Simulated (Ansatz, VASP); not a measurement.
**One calculation of PtSe2, two programs**

File INCAR:

```
SYSTEM = PtSe2
ALGO = Normal ; DIPOL = 0.5 0.5 0.500
EDIFF = 1E-6 ; ENCUT = 400
GGA = PE ; GGA_COMPAT = .False.
IDIPOL = 3 ; ISIF = 2
ISMEAR = 0 ; LASPH = .True.
LCHARG = .False. ; LDIPOL = .True.
LREAL = .False. ; LWAVE = .False.
NBANDS = 18 ; NELM = 120
NELMDL = -8 ; PREC = Accurate
SIGMA = 0.03
```

KPOINTS

```
k-points
0
Gamma
  12 12 1
  0 0 0
```

File POSCAR:

```
PtSe2
1.0
    3.7036067066      0.0000000000      0.0000000000
   -1.8518033533      3.2074174935      0.0000000000
    0.0000000000      0.0000000000     18.6484775924
Se Pt
2 1
Direct
    0.3333333333      0.6666666667      0.4289894422
    0.6666666667      0.3333333333      0.5710105578
    0.0000000000      0.0000000000      0.5000000000
```

Input for Ansatz:

```yaml
crystal:
  lattice:
    - [3.7036067066, 0.0, 0.0]
    - [-1.8518033533, 3.2074174935, 0.0]
    - [0.0, 0.0, 18.6484775924]
  atoms:
    - { symbol: Se, position: [0.3333333333, 0.6666666667, 0.4289894422] }
    - { symbol: Pt, position: [0.0, 0.0, 0.5] }
    - { symbol: Se, position: [0.6666666667, 0.3333333333, 0.5710105578] }
basis:
  ecutwfc: 420
kpoints:
  mp_grid: { grid: [12, 12, 1] }
hamiltonian:
  xc: pbe
  pseudopotentials: { kind: paw, azcp: { folder: soft_1 } }
scf:
  occupations: { method: gaussian, width: 0.03 }
  n_extra_bands: 7
  max_iter: 160
output:
  forces: true
  eigenvalues: true
  write_density: true
  write_potential: true
  elf: true
  volumetric_format: npy
efield:
  axis: 3
  dipole_correction: true
```

Alike in both runs: task single point; functional PBE; k mesh 12 × 12 × 1; occupations gaussian, width 0.03 eV; no spin polarisation.

```csv
,VASP,Ansatz
version,VASP 6.6.1,Ansatz 0.2.0
potentials or method,"VASP PAW PBE potentials, release 64 (Se, Pt), cutoff 400 eV","scalar-relativistic, plane waves, PAW"
valence electrons in the cell,22,50
```

VASP gave:

| Quantity | Value |
| --- | --- |
| gap on the k mesh at the Fermi level (eV) | 1.37 |
| least direct gap on the mesh (eV) | 1.67 |
| rms of the force components (eV/Å) | 0.048 |

**Question.** Which values does Ansatz return?

**Answer.** gap on the k mesh at the Fermi level (eV): 1.38; least direct gap on the mesh (eV): 1.68; rms of the force components (eV/Å): 0.047.

With one functional, cell and mesh, what is left measures potentials, basis and numerics. VASP's potentials hold 22 valence electrons a cell and Ansatz's 50, so a difference there can come from the potentials and not from the codes. Ansatz's warnings: xc potential rough in thin density.

Spin-orbit coupling is off throughout.
